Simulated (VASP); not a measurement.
Write the native input for VASP 6.6.1 that does the following.

```
Task                   : single point
Functional             : PBE
Potentials or basis    : VASP PAW PBE potentials, release 64 (Ba_sv, O)
Cutoff                 : 600 eV
k mesh                 : 8 × 8 × 8
Occupations            : gaussian, width 0.02 eV
Spin                   : no spin polarisation
Dipole correction      : no
Further INCAR settings : ALGO = Normal; EDIFF = 1e-06; NBANDS = 15
```

The structure of BaO lies in POSCAR:

```
BaO
1.0
    0.0000000000      2.7870116223      2.7870116223
    2.7870116223      0.0000000000      2.7870116223
    2.7870116223      2.7870116223      0.0000000000
Ba O
1 1
Direct
    0.0000000000      0.0000000000      0.0000000000
    0.5000000000      0.5000000000      0.5000000000
```

These files were run (other wordings do the same):

INCAR

```
SYSTEM = BaO
ALGO = Normal ; EDIFF = 1E-6
ENCUT = 600 ; GGA = PE
GGA_COMPAT = .False. ; ISIF = 2
ISMEAR = 0 ; LASPH = .True.
LCHARG = .False. ; LREAL = .False.
LWAVE = .False. ; NBANDS = 15
NELM = 120 ; PREC = Accurate
SIGMA = 0.02
```

KPOINTS

```
k-points
0
Gamma
  8 8 8
  0 0 0
```

Potentials or basis: VASP PAW PBE potentials, release 64 (Ba_sv, O).

Launch:

```bash
$ cat potpaw_PBE.64/Ba_sv/POTCAR potpaw_PBE.64/O/POTCAR > POTCAR
$ mpirun -np 1 vasp_std > vasp.out
```

It gave:

- Pressure: 1.5 GPa
- Band gap on the k mesh: 2.04 eV

Caveat: spin-orbit coupling is left out, which moves the levels of the heavy elements.

Run time: 14 s on 1 thread of AMD EPYC 9R45 (Zen 5), with other jobs on the host, peak memory 0.15 GiB.
